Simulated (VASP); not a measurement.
B2Ru (qha), 6 atoms in the cell. Symmetry: Pmmn, No. 59, orthorhombic system. Conventional cell: a = 2.854 Å, b = 4.620 Å, c = 4.024 Å, α = 90.00°, β = 90.00°, γ = 90.00°. B (site symmetry m) has 3 B at 1.81 to 1.87 Å and 4 Ru at 2.16 to 2.26 Å within 2.4 Å. Ru (site symmetry mm2) has 8 B at 2.16 to 2.26 Å and 2 Ru at 2.85 Å within 2.9 Å. 

| Item | Value |
| --- | --- |
| Program | VASP 6.6.1 |
| Task | single point |
| Functional | PBEsol |
| Potentials or basis | VASP PAW PBE potentials, release 64 (B, Ru_pv) |
| Cutoff | 500 eV |
| k mesh | 12 × 8 × 10 |
| Occupations | fermi-dirac, width 0.15 eV |
| Spin | no spin polarisation |
| Dipole correction | no |
| Further INCAR settings | ALGO = Normal; EDIFF = 1e-06; NBANDS = 29 |

Potentials or basis: VASP PAW PBE potentials, release 64 (B, Ru_pv).

Launch:

```bash
$ cat potpaw_PBE.64/B/POTCAR potpaw_PBE.64/Ru_pv/POTCAR > POTCAR
$ mpirun -np 1 vasp_std > vasp.out
```

Hardware: 1 thread of AMD EPYC 7R13, on a shared host.

**Question.** Estimate the wall time of this run.

**Answer.** It took 8.3 min on 1 thread of AMD EPYC 7R13, on a shared host, peak memory 0.33 GiB. Counts: scf iterations 14, k points 210.
